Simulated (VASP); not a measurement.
# ZnSnP2 (I-42d) in VASP: a series of runs

The runs below take ZnSnP2 through relaxation of cell and atoms, with PBEsol.

All numbers are computed with VASP 6.6.1; they aren't measurements. Logs are shortened: lines on timing, memory, paths and dates and some standing lists are left out, and cuts for length are marked.

## 1. The cell of the first run

Symmetry: I-42d, No. 122, tetragonal system. The conventional cell has a = 5.648 Å, b = 5.648 Å, c = 11.324 Å, α = 90.00°, β = 90.00°, γ = 90.00°. Zn (site symmetry -4) has 4 P at 2.38 Å within 3.1 Å. Sn (site symmetry -4) has 4 P at 2.52 Å within 3.3 Å. P (site symmetry 2) has 2 Zn at 2.38 Å and 2 Sn at 2.52 Å within 3.1 Å.

## 2. Relaxation of cell and atoms, PBEsol

The input, INCAR:

```
SYSTEM = ZnSnP2
PREC = Accurate
ENCUT = 600
EDIFF = 1E-6
ISMEAR = 0
SIGMA = 0.03
LREAL = .FALSE.
LASPH = .TRUE.
NELM = 80
ALGO = Normal
ISIF = 3
LWAVE = .FALSE.
LCHARG = .FALSE.
GGA = PS
IBRION = 2
NSW = 90
EDIFFG = -0.01
KPAR = 2
```

The input, KPOINTS:

```
Automatic mesh
0
G
  8 8 8
  0 0 0
```

The input, POSCAR:

```
ZnSnP2
1.0
   -2.8237507000      2.8237507000      5.6621699000
    2.8237507000     -2.8237507000      5.6621699000
    2.8237507000      2.8237507000     -5.6621699000
Zn Sn P
2 2 4
Direct
    0.7500000000      0.2500000000      0.5000000000
    0.0000000000      0.0000000000      0.0000000000
    0.2500000000      0.7500000000      0.5000000000
    0.5000000000      0.5000000000      0.0000000000
    0.3750000000      0.3536230800      0.4786230800
    0.6463769200      0.1250000000      0.0213769200
    0.1036230800      0.6250000000      0.9786230800
    0.8750000000      0.8963769200      0.5213769200
```

Potentials or basis: VASP PAW PBE potentials, release 64 (Zn, Sn_d, P).

On the command line:

```sh
cat potpaw_PBE.64/Zn/POTCAR potpaw_PBE.64/Sn_d/POTCAR potpaw_PBE.64/P/POTCAR > POTCAR
mpirun -np 2 vasp_std > vasp.out
```

OUTCAR:

```text
SYSTEM = ZnSnP2
   PREC = Accurate
   ENCUT = 600
   EDIFF = 1E-6
   ISMEAR = 0
   LREAL = .FALSE.
   LASPH = .TRUE.
   NELM = 80
   ISIF = 3
   GGA = PS
   IBRION = 2
   NSW = 90
   EDIFFG = -0.01

 ion  position               nearest neighbor table
   1  0.750  0.250  0.500-   7 2.38   6 2.38   5 2.38   8 2.38
   2  0.000  0.000  0.000-   5 2.38   6 2.38   7 2.38   8 2.38
   3  0.250  0.750  0.500-   6 2.52   5 2.52   8 2.52   7 2.52
   4  0.500  0.500  0.000-   8 2.52   6 2.52   7 2.52   5 2.52
   5  0.375  0.354  0.479-   2 2.38   1 2.38   4 2.52   3 2.52
   6  0.646  0.125  0.021-   1 2.38   2 2.38   4 2.52   3 2.52
   7  0.104  0.625  0.979-   1 2.38   2 2.38   3 2.52   4 2.52
   8  0.875  0.896  0.521-   1 2.38   2 2.38   3 2.52   4 2.52

  LATTYP: Found a body centered tetragonal cell.
 ALAT       =     5.6475014000
 C/A-ratio  =     2.0051946866

  Lattice vectors:

 A1 = (  -2.8237507000,   2.8237507000,   5.6621699000)
 A2 = (   2.8237507000,  -2.8237507000,   5.6621699000)
 A3 = (   2.8237507000,   2.8237507000,  -5.6621699000)

Analysis of symmetry for initial positions (statically):
=====================================================================
 Subroutine PRICEL returns:
 Original cell was already a primitive cell.

 Routine SETGRP: Setting up the symmetry group for a
 body centered tetragonal supercell.

 Subroutine GETGRP returns: Found  8 space group operations
 (whereof  4 operations were pure point group operations)
 out of a pool of 16 trial point group operations.

The static configuration has the point symmetry S_4 .
 The point group associated with its full space group is D_2d.

Analysis of symmetry for dynamics (positions and initial velocities):
=====================================================================
 Subroutine PRICEL returns:
 Original cell was already a primitive cell.

 Routine SETGRP: Setting up the symmetry group for a
 body centered tetragonal supercell.

 Subroutine GETGRP returns: Found  8 space group operations
 (whereof  4 operations were pure point group operations)
 out of a pool of 16 trial point group operations.

The dynamic configuration has the point symmetry S_4 .
 The point group associated with its full space group is D_2d.

 Subroutine INISYM returns: Found  8 space group operations
 (whereof  4 operations are pure point group operations),
 and found     1 'primitive' translations

----------------------------------------------------------------------------------------

                                     Primitive cell

  volume of cell :     180.5908

  direct lattice vectors                    reciprocal lattice vectors
    -2.823750700  2.823750700  5.662169900     0.000000000  0.177069456  0.088305369
     2.823750700 -2.823750700  5.662169900     0.177069456  0.000000000  0.088305369
     2.823750700  2.823750700 -5.662169900     0.177069456  0.177069456  0.000000000

  length of vectors
     6.928730332  6.928730332  6.928730332     0.197867204  0.197867204  0.250414026

  position of ions in fractional coordinates (direct lattice)
     0.750000000  0.250000000  0.500000000
     0.000000000  0.000000000  0.000000000
     0.250000000  0.750000000  0.500000000
     0.500000000  0.500000000  0.000000000
     0.375000000  0.353623080  0.478623080
     0.646376920  0.125000000  0.021376920
     0.103623080  0.625000000  0.978623080
     0.875000000  0.896376920  0.521376920

  ion indices of the primitive-cell ions
   primitive index   ion index
                 1           1
                 2           2
                 3           3
                 4           4
                 5           5
                 6           6
                 7           7
                 8           8

----------------------------------------------------------------------------------------

 KPOINTS: Automatic mesh

Automatic generation of k-mesh.
 Grid dimensions read from file:
 generate k-points for:    8    8    8

 Generating k-lattice:

  Cartesian coordinates                     Fractional coordinates (reciprocal lattice)
     0.000000000  0.022133682  0.011038171     0.125000000  0.000000000 -0.000000000
     0.022133682  0.000000000  0.011038171     0.000000000  0.125000000 -0.000000000
     0.022133682  0.022133682  0.000000000     0.000000000  0.000000000  0.125000000

  Length of vectors
     0.024733400  0.024733400  0.031301753

  Shift w.r.t. Gamma in fractional coordinates (k-lattice)
     0.000000000  0.000000000  0.000000000

 Subroutine IBZKPT returns following result:
 ===========================================

 Found     59 irreducible k-points:

 Following reciprocal coordinates:
            Coordinates               Weight
  0.000000  0.000000  0.000000      1.000000
  0.125000  0.000000 -0.000000      8.000000
  0.250000  0.000000 -0.000000      8.000000
  0.375000  0.000000  0.000000      8.000000
  0.500000  0.000000 -0.000000      4.000000
  0.125000  0.125000 -0.000000      8.000000
[... 16 lines left out ...]
  0.250000  0.125000  0.125000     16.000000
  0.375000  0.125000  0.125000      8.000000
 [... further k-points ...]
   k-points           NKPTS =     59   k-points in BZ     NKDIM =     59   number of bands    NBANDS=     43
   number of dos      NEDOS =    301   number of ions     NIONS =      8
   total plane-waves  NPLWV = 175616
   dimension x,y,z NGX =    56 NGY =   56 NGZ =   56
   dimension x,y,z NGXF=   112 NGYF=  112 NGZF=  112
   ions per type =               2   2   4
   NGX,Y,Z   is equivalent  to a cutoff of  13.44, 13.44, 13.44 a.u.
   NGXF,Y,Z  is equivalent  to a cutoff of  26.87, 26.87, 26.87 a.u.
 SYSTEM =  ZnSnP2
   PREC   = accura    normal or accurate (medium, high low for compatibility)
   ISTART =      0    job   : 0-new  1-cont  2-samecut
   ICHARG =      2    charge: 1-file 2-atom 10-const
   ISPIN  =      1    spin polarized calculation?
   LNONCOLLINEAR =      F non collinear calculations
   LSORBIT =      F    spin-orbit coupling
   LASPH  =      T    aspherical Exc in radial PAW
   ENCUT  =  600.0 eV  44.10 Ry    6.64 a.u.  13.84 13.84 13.84*2*pi/ulx,y,z
   NELM   =     80;   NELMIN=  2; NELMDL= -5     # of ELM steps
   EDIFF  = 0.1E-05   stopping-criterion for ELM
   LREAL  =      F    real-space projection
   EDIFFG = -.1E-01   stopping-criterion for IOM
   NSW    =     90    number of steps for IOM
   IBRION =      2    ionic relax: 0-MD 1-quasi-New 2-CG
   NFREE  =      1    steps in history (QN), initial steepest desc. (CG)
   ISIF   =      3    stress and relaxation
   ISYM   =      2    0-nonsym 1-usesym 2-fastsym
   POTIM  = 0.5000    time-step for ionic-motion
   TEBEG  =    0.0;   TEEND  =   0.0 temperature during run
   PSTRESS=    0.0 pullay stress
   NELECT =      72.0000    total number of electrons
   NUPDOWN=      -1.0000    fix difference up-down
   EMIN   =  10.00;   EMAX   =-10.00  energy-range for DOS
   EFERMI =   0.00;   METHOD = LEGACY
   ISMEAR =     0;   SIGMA  =   0.03  broadening in eV -4-tet -1-fermi 0-gaus
   EFERMI_NEDOS =   21; number of points for ismear=-14 and -15
   IALGO  =     38    algorithm
   IMIX   =      4    mixing-type and parameters
     AMIX     =   0.40;   BMIX     =  1.00
     AMIX_MAG =   1.60;   BMIX_MAG =  1.00
  volume/ion in A,a.u.               =      22.57       152.34
  Fermi-wavevector in a.u.,A,eV,Ry     =   1.204908  2.276945 19.752975  1.451803
  Thomas-Fermi vector in A             =   2.340619
   LORBIT       =      0    0 simple, 1 ext, 2 COOP (PROOUT), +10 PAW based schemes
   GGA     = PS    functional components
   LHFCALC =     F    Hartree Fock is set to
   AEXX    =    0.0000 exact exchange contribution
   IVDW    =     0    specifies the selected vdW correction
   LEPSILON=     F    determine dielectric tensor
   LRPA    =     F    only Hartree local field effects (RPA)
 conjugate gradient relaxation of ions
 non-spin polarized calculation
 Gauss-broadening in eV      SIGMA  =   0.03
  energy-cutoff  :      600.00
  volume of cell :      180.59
 maximum number of plane-waves:      6048
   NGX = 27   NGY = 27   NGZ = 27

--------------------------------------- Ionic step        1  -------------------------------------------

 number of electron      72.0000005 magnetization

 Free energy of the ion-electron system (eV)
  ---------------------------------------------------
  ext. energy  EPLUGINS =         0.00000000
  ---------------------------------------------------
  free energy    TOTEN  =       -36.14671117 eV

  energy without entropy =      -36.14671117  energy(sigma->0) =      -36.14671117

------------------------ aborting loop because EDIFF is reached ----------------------------------------

  FORCE on cell =-STRESS in cart. coord.  units (eV):
  Direction    XX          YY          ZZ          XY          YZ          ZX
  --------------------------------------------------------------------------------------
  -------------------------------------------------------------------------------------
  Total       -0.7999864     -0.7999864     -0.8684307      0.0000000      0.0000000      0.0000000
  in kB       -7.0973729     -7.0973729     -7.7046013      0.0000000      0.0000000      0.0000000
  external PRESSURE =      -7.2997823 kB  Pullay stress =       0.0000000 kB
[... 153 lines left out ...]
  energy  without entropy=      -36.1550956393  energy(sigma->0) =      -36.15509564

--------------------------------------- Ionic step        5  -------------------------------------------

 number of electron      72.0000010 magnetization

 Free energy of the ion-electron system (eV)
  ---------------------------------------------------
  ext. energy  EPLUGINS =         0.00000000
  ---------------------------------------------------
  free energy    TOTEN  =       -36.15541286 eV

  energy without entropy =      -36.15541286  energy(sigma->0) =      -36.15541286

 E-fermi :   4.8642     XC(G=0):  -9.7905

 val. band max:        4.7367749600   @ k =   0.0000   0.0000   0.0000
 cond. band min:       5.5500059032   @ k =   0.0000   0.0000   0.0000
 fundamental gap:      0.8132309433
 Fermi energy:         4.8641909644

 k-point     1 :       0.0000    0.0000    0.0000
  band No.  band energies     occupation
      1     -16.7824      2.00000
      2     -16.7824      2.00000
      3     -16.7821      2.00000
      4     -16.7615      2.00000
      5     -16.7504      2.00000
      6     -16.7504      2.00000
[... 1093 lines left out ...]
     42       8.5815      0.00000
     43       8.6629      0.00000

 [... further k-points ...]

------------------------ aborting loop because EDIFF is reached ----------------------------------------

  FORCE on cell =-STRESS in cart. coord.  units (eV):
  Direction    XX          YY          ZZ          XY          YZ          ZX
  --------------------------------------------------------------------------------------
  -------------------------------------------------------------------------------------
  Total       -0.0266209     -0.0266209      0.0500716      0.0000000      0.0000000      0.0000000
  in kB       -0.2390572     -0.2390572      0.4496468      0.0000000      0.0000000      0.0000000
  external PRESSURE =      -0.0094892 kB  Pullay stress =       0.0000000 kB
[... 23 lines left out ...]
  FREE ENERGIE OF THE ION-ELECTRON SYSTEM (eV)
  ---------------------------------------------------
  free  energy   TOTEN  =       -36.1554128568 eV

  energy  without entropy=      -36.1554128568  energy(sigma->0) =      -36.15541286

 reached required accuracy - stopping structural energy minimisation
```

It took 16 min on 2 MPI ranks of Intel Xeon Platinum 8488C (Sapphire Rapids), shared host; peak memory 0.75 GiB.

What came out:

| Property | Result |
| --- | --- |
| Free energy | -36.1554 eV |
| Relaxed volume | 22.30 Å³/atom |
| Relaxed cell | a = 6.899 Å, b = 6.899 Å, c = 6.899 Å, α = 131.88°, β = 131.88°, γ = 70.42° |
| Space group after relaxing (to 0.1 Å) | I-42d (No. 122) |
| Energy gained by relaxing | 1.1 meV/atom |
| Ionic steps | 5 |
| Pressure after relaxing | 0.0 GPa |
| Band gap on the k mesh | 0.81 eV |

The path:
```
step  energy change (eV)  largest force (eV/Å)  pressure (GPa)  volume (Å³)
   1              0.0000                0.1228           -0.73       180.59
   2             -0.0065                0.0975            0.29       177.92
   3             -0.0067                0.1010            0.15       178.27
   4             -0.0084                0.0403            0.05       178.36
   5             -0.0087                0.0009            0.00       178.41
```

Final structure:
```yaml
crystal:
  lattice:
    - [-2.81296, 2.81296, 5.63694]
    - [2.81296, -2.81296, 5.63694]
    - [2.81296, 2.81296, -5.63694]
  atoms:
    - { symbol: Zn, position: [0.75000, 0.25000, 0.50000] }
    - { symbol: Zn, position: [0.00000, 0.00000, 0.00000] }
    - { symbol: Sn, position: [0.25000, 0.75000, 0.50000] }
    - { symbol: Sn, position: [0.50000, 0.50000, 0.00000] }
    - { symbol: P, position: [0.37500, 0.35103, 0.47603] }
    - { symbol: P, position: [0.64897, 0.12500, 0.02397] }
    - { symbol: P, position: [0.10103, 0.62500, 0.97603] }
    - { symbol: P, position: [0.87500, 0.89897, 0.52397] }
```

Levels at points of the mesh, in eV from the valence-band top:
```tsv
k point	band 34	band 35	band 36	band 37	band 38	band 39
(0.00, 0.00, 0.00)	0.00	0.00	0.00	0.81	1.24	1.49
(0.50, 0.00, 0.00)	-1.97	-1.52	-1.02	2.48	2.58	2.69
(0.50, 0.50, 0.00)	-1.12	-0.84	-0.84	1.05	1.05	2.79
(0.50, 0.50, 0.50)	-1.75	-1.44	-1.44	1.25	1.25	1.27
```

Caveat: the PAW data sets were made with another functional, which shifts forces and pressure a little; spin-orbit coupling is left out, which moves the levels of the heavy elements. A k mesh can miss the band edges.

## 3. Relaxation of cell and atoms, PBEsol

This run uses another cell than the first one, of 22.30 Å³/atom.

Edit INCAR of step 2 so:

```diff
@@ -3,3 +3,3 @@
 ENCUT = 600
-EDIFF = 1E-6
+EDIFF = 1E-7
 ISMEAR = 0
@@ -16,3 +16,3 @@
 NSW = 90
-EDIFFG = -0.01
+EDIFFG = -0.005
 KPAR = 2
```

KPOINTS is that of step 2.

The input, POSCAR:

```
ZnSnP2                                  
1.0
   -2.8129614366      2.8129614366      5.6369377958
    2.8129614366     -2.8129614366      5.6369377958
    2.8129614366      2.8129614366     -5.6369377958
  Zn              Sn              P             
     2     2     4
Direct
     0.7500000000000000    0.2500000000000000    0.5000000000000000
     0.0000000000000000    0.0000000000000000    0.0000000000000000
     0.2500000000000000    0.7500000000000000    0.5000000000000000
     0.5000000000000000    0.5000000000000000    0.0000000000000000
     0.3750000000000000    0.3510317045208156    0.4760317045208156
     0.6489682954791843    0.1250000000000000    0.0239682954791844
     0.1010317045208156    0.6250000000000000    0.9760317045208157
     0.8750000000000000    0.8989682954791843    0.5239682954791843
```

Potentials or basis: VASP PAW PBE potentials, release 64 (Zn, Sn_d, P).

On the command line:

```sh
cat potpaw_PBE.64/Zn/POTCAR potpaw_PBE.64/Sn_d/POTCAR potpaw_PBE.64/P/POTCAR > POTCAR
mpirun -np 2 vasp_std > vasp.out
```

Run time: 10 min. Hardware: 2 MPI ranks of Intel Xeon Platinum 8488C (Sapphire Rapids), shared host; peak memory 0.75 GiB.

Results (log left out):

```yaml
Free_energy: -36.1551 eV
Relaxed_volume: 22.31 Å³/atom
Relaxed_cell: a = 6.901 Å, b = 6.901 Å, c = 6.901 Å, α = 131.89°, β = 131.89°, γ = 70.40°
Space_group_after_relaxing_to_0.1_Å: I-42d (No. 122)
Energy_gained_by_relaxing: 0.0 meV/atom
Ionic_steps: 2
Pressure_after_relaxing: 0.0 GPa
Band_gap_on_the_k_mesh: 0.81 eV
```

Final structure:
```
CELL_PARAMETERS angstrom
-2.81272 2.81272 5.63919
2.81272 -2.81272 5.63919
2.81272 2.81272 -5.63919
ATOMIC_POSITIONS crystal
Zn 0.75000 0.25000 0.50000
Zn 0.00000 0.00000 0.00000
Sn 0.25000 0.75000 0.50000
Sn 0.50000 0.50000 0.00000
P 0.37500 0.35102 0.47602
P 0.64898 0.12500 0.02398
P 0.10102 0.62500 0.97602
P 0.87500 0.89898 0.52398
```

Levels at points of the mesh, in eV from the valence-band top:
```tsv
k point	band 33	band 34	band 35	band 36	band 37	band 38	band 39	band 40
(0.00, 0.00, 0.00)	-2.60	-0.01	0.00	0.00	0.81	1.25	1.49	3.28
(0.50, 0.00, 0.00)	-2.30	-1.97	-1.52	-1.02	2.47	2.58	2.69	3.60
(0.50, 0.50, 0.00)	-1.12	-1.12	-0.84	-0.84	1.05	1.05	2.79	2.79
(0.50, 0.50, 0.50)	-1.75	-1.75	-1.44	-1.44	1.25	1.25	1.27	1.27
```

Caveat: the PAW data sets were made with another functional, which shifts forces and pressure a little; spin-orbit coupling is left out, which moves the levels of the heavy elements. A k mesh can miss the band edges.
